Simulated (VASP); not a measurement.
# Ga3Se (P4/mmm) in VASP: notebook

Runs on Ga3Se. Level: PBEsol+D3(BJ). Tasks: single point.

Program: VASP 6.6.1. These are calculated values, not measurements. Logs are shortened: lines on timing, memory, paths and dates and some standing lists are left out, and cuts for length are marked.

**1. The cell of the first run**

It takes space group P4/mmm (No. 123, tetragonal). The conventional cell has a = 4.743 Å, b = 4.743 Å, c = 3.353 Å, α = 90.00°, β = 90.00°, γ = 90.00°. Within 3.8 Å of Ga (site symmetry mmm) lie 10 Ga at 2.90 to 3.35 Å and 4 Se at 2.90 Å. Ga (site symmetry 4/mmm) has 10 Ga at 2.90 to 3.35 Å and 4 Se at 3.35 Å within 3.8 Å. Within 3.8 Å of Se (site symmetry 4/mmm) lie 12 Ga at 2.90 to 3.35 Å and 2 Se at 3.35 Å.

**2. Single point, PBEsol+D3(BJ)**

File INCAR:

```
PREC     = Accurate       # precision mode
ENCUT    = 520            # plane-wave cutoff, eV
EDIFF    = 1E-6           # SCF threshold, eV
ISMEAR   = 0              # smearing method
SIGMA    = 0.15           # smearing width, eV
LREAL    = F              # projectors in reciprocal space
LASPH    = T              # aspherical terms in the spheres
NELM     = 60             # most SCF steps
ALGO     = Normal         # electronic algorithm
ISIF     = 2              # what is computed and relaxed
LWAVE    = F              # write WAVECAR
LCHARG   = F              # write CHGCAR
GGA      = PS             # functional
IVDW     = 12             # dispersion correction
NBANDS   = 30             # bands
```

File KPOINTS:

```
Automatic mesh
0
Gamma
  12 12 12
```

File POSCAR:

```
Ga3Se
1.0
    4.7425490452      0.0000000000      0.0000000000
    0.0000000000      4.7425490452      0.0000000000
    0.0000000000      0.0000000000      3.3529821750
Ga Se
3 1
Direct
    0.0000000000      0.5000000000      0.5000000000
    0.5000000000      0.0000000000      0.5000000000
    0.5000000000      0.5000000000      0.0000000000
    0.0000000000      0.0000000000      0.0000000000
```

Potentials or basis: VASP PAW PBE potentials, release 64 (Ga_d, Se).

The run is started by

```bash
> cat potpaw_PBE.64/Ga_d/POTCAR potpaw_PBE.64/Se/POTCAR > POTCAR
> mpirun -np 1 vasp_std > vasp.out
```

OUTCAR:

```text
PREC = Accurate
   ENCUT = 520
   EDIFF = 1E-6
   ISMEAR = 0
   LREAL = F
   LASPH = T
   NELM = 60
   ISIF = 2
   GGA = PS
   IVDW = 12
 IVDW          = 12

 ion  position               nearest neighbor table
   1  0.000  0.500  0.500-   3 2.90   3 2.90   3 2.90   3 2.90
   2  0.500  0.000  0.500-   3 2.90   3 2.90   3 2.90   3 2.90
   3  0.500  0.500  0.000-   1 2.90   2 2.90   1 2.90   2 2.90   2 2.90   2 2.90   1 2.90   1 2.90

   4  0.000  0.000  0.000-

  LATTYP: Found a simple tetragonal cell.
 ALAT       =     4.7425490452
 C/A-ratio  =     0.7070000000

  Lattice vectors:

 A1 = (   4.7425490452,   0.0000000000,   0.0000000000)
 A2 = (   0.0000000000,   4.7425490452,   0.0000000000)
 A3 = (   0.0000000000,   0.0000000000,   3.3529821750)

Analysis of symmetry for initial positions (statically):
=====================================================================
 Subroutine PRICEL returns:
 Original cell was already a primitive cell.

 Routine SETGRP: Setting up the symmetry group for a
 simple tetragonal supercell.

 Subroutine GETGRP returns: Found 16 space group operations
 (whereof 16 operations were pure point group operations)
 out of a pool of 16 trial point group operations.

The static configuration has the point symmetry D_4h.

Analysis of symmetry for dynamics (positions and initial velocities):
=====================================================================
 Subroutine PRICEL returns:
 Original cell was already a primitive cell.

 Routine SETGRP: Setting up the symmetry group for a
 simple tetragonal supercell.

 Subroutine GETGRP returns: Found 16 space group operations
 (whereof 16 operations were pure point group operations)
 out of a pool of 16 trial point group operations.

The dynamic configuration has the point symmetry D_4h.

 Subroutine INISYM returns: Found 16 space group operations
 (whereof 16 operations are pure point group operations),
 and found     1 'primitive' translations

----------------------------------------------------------------------------------------

                                     Primitive cell

  volume of cell :      75.4145

  direct lattice vectors                    reciprocal lattice vectors
     4.742549045  0.000000000  0.000000000     0.210857071  0.000000000  0.000000000
     0.000000000  4.742549045  0.000000000     0.000000000  0.210857071  0.000000000
     0.000000000  0.000000000  3.352982175     0.000000000  0.000000000  0.298241967

  length of vectors
     4.742549045  4.742549045  3.352982175     0.210857071  0.210857071  0.298241967

  position of ions in fractional coordinates (direct lattice)
     0.000000000  0.500000000  0.500000000
     0.500000000  0.000000000  0.500000000
     0.500000000  0.500000000  0.000000000
     0.000000000  0.000000000  0.000000000

  ion indices of the primitive-cell ions
   primitive index   ion index
                 1           1
                 2           2
                 3           3
                 4           4

----------------------------------------------------------------------------------------

 KPOINTS: Automatic mesh

Automatic generation of k-mesh.
 Grid dimensions read from file:
 generate k-points for:   12   12   12

 Generating k-lattice:

  Cartesian coordinates                     Fractional coordinates (reciprocal lattice)
     0.017571423  0.000000000  0.000000000     0.083333333  0.000000000  0.000000000
     0.000000000  0.017571423  0.000000000     0.000000000  0.083333333  0.000000000
     0.000000000  0.000000000  0.024853497     0.000000000  0.000000000  0.083333333

  Length of vectors
     0.017571423  0.017571423  0.024853497

  Shift w.r.t. Gamma in fractional coordinates (k-lattice)
     0.000000000  0.000000000  0.000000000

 Subroutine IBZKPT returns following result:
 ===========================================

 Found    196 irreducible k-points:

 Following reciprocal coordinates:
            Coordinates               Weight
  0.000000  0.000000  0.000000      1.000000
  0.083333  0.000000  0.000000      4.000000
  0.166667  0.000000  0.000000      4.000000
  0.250000  0.000000  0.000000      4.000000
  0.333333  0.000000  0.000000      4.000000
  0.416667  0.000000  0.000000      4.000000
[... 16 lines left out ...]
  0.333333  0.333333  0.000000      4.000000
  0.416667  0.333333  0.000000      8.000000
 [... further k-points ...]
   k-points           NKPTS =    196   k-points in BZ     NKDIM =    196   number of bands    NBANDS=     30
   number of dos      NEDOS =    301   number of ions     NIONS =      4
   total plane-waves  NPLWV =  36288
   dimension x,y,z NGX =    36 NGY =   36 NGZ =   28
   dimension x,y,z NGXF=    72 NGYF=   72 NGZF=   56
   ions per type =               3   1
   NGX,Y,Z   is equivalent  to a cutoff of  12.62, 12.62, 13.88 a.u.
   NGXF,Y,Z  is equivalent  to a cutoff of  25.24, 25.24, 27.77 a.u.
 SYSTEM =  unknown system
   PREC   = accura    normal or accurate (medium, high low for compatibility)
   ISTART =      0    job   : 0-new  1-cont  2-samecut
   ICHARG =      2    charge: 1-file 2-atom 10-const
   ISPIN  =      1    spin polarized calculation?
   LNONCOLLINEAR =      F non collinear calculations
   LSORBIT =      F    spin-orbit coupling
   LASPH  =      T    aspherical Exc in radial PAW
   ENCUT  =  520.0 eV  38.22 Ry    6.18 a.u.   8.82  8.82  6.23*2*pi/ulx,y,z
   NELM   =     60;   NELMIN=  2; NELMDL= -5     # of ELM steps
   EDIFF  = 0.1E-05   stopping-criterion for ELM
   LREAL  =      F    real-space projection
   EDIFFG = 0.1E-04   stopping-criterion for IOM
   NSW    =      0    number of steps for IOM
   IBRION =     -1    ionic relax: 0-MD 1-quasi-New 2-CG
   NFREE  =      0    steps in history (QN), initial steepest desc. (CG)
   ISIF   =      2    stress and relaxation
   ISYM   =      2    0-nonsym 1-usesym 2-fastsym
   POTIM  = 0.5000    time-step for ionic-motion
   TEBEG  =    0.0;   TEEND  =   0.0 temperature during run
   PSTRESS=    0.0 pullay stress
   NELECT =      45.0000    total number of electrons
   NUPDOWN=      -1.0000    fix difference up-down
   EMIN   =  10.00;   EMAX   =-10.00  energy-range for DOS
   EFERMI =   0.00;   METHOD = LEGACY
   ISMEAR =     0;   SIGMA  =   0.15  broadening in eV -4-tet -1-fermi 0-gaus
   EFERMI_NEDOS =   21; number of points for ismear=-14 and -15
   IALGO  =     38    algorithm
   IMIX   =      4    mixing-type and parameters
     AMIX     =   0.40;   BMIX     =  1.00
     AMIX_MAG =   1.60;   BMIX_MAG =  1.00
  volume/ion in A,a.u.               =      18.85       127.23
  Fermi-wavevector in a.u.,A,eV,Ry     =   1.378248  2.604511 25.845185  1.899568
  Thomas-Fermi vector in A             =   2.503327
   LORBIT       =      0    0 simple, 1 ext, 2 COOP (PROOUT), +10 PAW based schemes
   GGA     = PS    functional components
   LHFCALC =     F    Hartree Fock is set to
   AEXX    =    0.0000 exact exchange contribution
   IVDW    =    12    specifies the selected vdW correction
   LEPSILON=     F    determine dielectric tensor
   LRPA    =     F    only Hartree local field effects (RPA)
 non-spin polarized calculation
 Gauss-broadening in eV      SIGMA  =   0.15
  energy-cutoff  :      520.00
  volume of cell :       75.41
 maximum number of plane-waves:      2084
 NGX is ok and might be reduce to    36
   NGX = 17   NGY = 17   NGZ = 13

 number of electron      44.9999997 magnetization

 Free energy of the ion-electron system (eV)
  ---------------------------------------------------
  ext. energy  EPLUGINS =         0.00000000
  ---------------------------------------------------
  free energy    TOTEN  =       -13.97518352 eV

  energy without entropy =      -13.95985635  energy(sigma->0) =      -13.96751994

 E-fermi :   5.6122     XC(G=0): -11.1125

 val. band max:        5.5985917926   @ k =   0.5000   0.0833   0.3333
 cond. band min:       5.6227972832   @ k =   0.4167   0.4167   0.1667
 fundamental gap:      0.0242054906
 Fermi energy:         5.6122037229

 k-point     1 :       0.0000    0.0000    0.0000
  band No.  band energies     occupation
      1      -9.4150      2.00000
      2      -9.2933      2.00000
      3      -9.2933      2.00000
      4      -9.2912      2.00000
      5      -9.2756      2.00000
      6      -9.2564      2.00000
[... 22 lines left out ...]
     29      12.7551      0.00000
     30      12.7551      0.00000

 k-point     2 :       0.0833    0.0000    0.0000
  band No.  band energies     occupation
      1      -9.4069      2.00000
      2      -9.2929      2.00000
      3      -9.2892      2.00000
      4      -9.2879      2.00000
      5      -9.2730      2.00000
      6      -9.2539      2.00000
[... 22 lines left out ...]
     29      12.5137      0.00000
     30      12.8217      0.00000

 k-point     3 :       0.1667    0.0000    0.0000
  band No.  band energies     occupation
      1      -9.3845      2.00000
      2      -9.2919      2.00000
      3      -9.2836      2.00000
      4      -9.2724      2.00000
      5      -9.2653      2.00000
      6      -9.2468      2.00000
[... 22 lines left out ...]
     29      12.2720      0.00000
     30      13.0683      0.00000

 k-point     4 :       0.2500    0.0000    0.0000
  band No.  band energies     occupation
      1      -9.3522      2.00000
      2      -9.2906      2.00000
      3      -9.2765      2.00000
      4      -9.2535      2.00000
      5      -9.2476      2.00000
      6      -9.2358      2.00000
[... 616 lines left out ...]
     29      11.4466      0.00000
     30      12.7247      0.00000

 k-point    23 :       0.3333    0.3333    0.0000
  band No.  band energies     occupation
      1      -9.2589      2.00000
      2      -9.2303      2.00000
      3      -9.2170      2.00000
      4      -9.2164      2.00000
      5      -9.2048      2.00000
      6      -9.1887      2.00000
[... 22 lines left out ...]
     29      12.0586      0.00000
     30      12.7761      0.00000

 k-point    24 :       0.4167    0.3333    0.0000
  band No.  band energies     occupation
      1      -9.2385      2.00000
      2      -9.2200      2.00000
      3      -9.2109      2.00000
      4      -9.2103      2.00000
      5      -9.1779      2.00000
      6      -9.1735      2.00000
[... 22 lines left out ...]
     29      11.9837      0.00000
     30      12.2449      0.00000

 [... further k-points ...]

------------------------ aborting loop because EDIFF is reached ----------------------------------------

 Edisp (eV)   -1.29519

 E8    (eV) :    -0.8767

  FORCE on cell =-STRESS in cart. coord.  units (eV):
  Direction    XX          YY          ZZ          XY          YZ          ZX
  --------------------------------------------------------------------------------------
  -------------------------------------------------------------------------------------
  Total      -1.59425    -1.59425     0.30254     0.00000     0.00000    -0.00000
  in kB     -33.86975   -33.86975     6.42739     0.00000     0.00000    -0.00000
  external pressure =      -20.44 kB  Pullay stress =        0.00 kB

 VOLUME and BASIS-vectors are now :
 -----------------------------------------------------------------------------
  energy-cutoff  :      520.00
  volume of cell :       75.41
      direct lattice vectors                 reciprocal lattice vectors
     4.742549045  0.000000000  0.000000000     0.210857071  0.000000000  0.000000000
     0.000000000  4.742549045  0.000000000     0.000000000  0.210857071  0.000000000
     0.000000000  0.000000000  3.352982175     0.000000000  0.000000000  0.298241967

 POSITION                                       TOTAL-FORCE (eV/Angst)
 -----------------------------------------------------------------------------------
      0.00000      2.37127      1.67649         0.000000      0.000000      0.000000
      2.37127      0.00000      1.67649         0.000000      0.000000      0.000000
      2.37127      2.37127      0.00000         0.000000      0.000000      0.000000
      0.00000      0.00000      0.00000         0.000000      0.000000      0.000000
 -----------------------------------------------------------------------------------
    total drift:                                0.000000      0.000000      0.000000

  FREE ENERGIE OF THE ION-ELECTRON SYSTEM (eV)
  ---------------------------------------------------
  free  energy   TOTEN  =       -15.2703740328 eV

  energy  without entropy=      -15.2550468672  energy(sigma->0) =      -15.26271045
```

Wall time 8.3 min (1 thread of AMD EPYC 7R13, shared host); peak memory 0.44 GiB.

Results:

| Item | Value |
| --- | --- |
| Free energy | -15.2704 eV |
| Pressure | -2.0 GPa |
| Band gap on the k mesh | zero (an odd number of electrons rules out a gap without spin polarisation) |
| Dispersion energy per atom | -0.324 eV |

Caveat: the PAW data sets were made with another functional, which shifts forces and pressure a little.

(Continued in part 2 of 2.)

The gap in the log of VASP goes by the Fermi energy; the results here count the filled bands.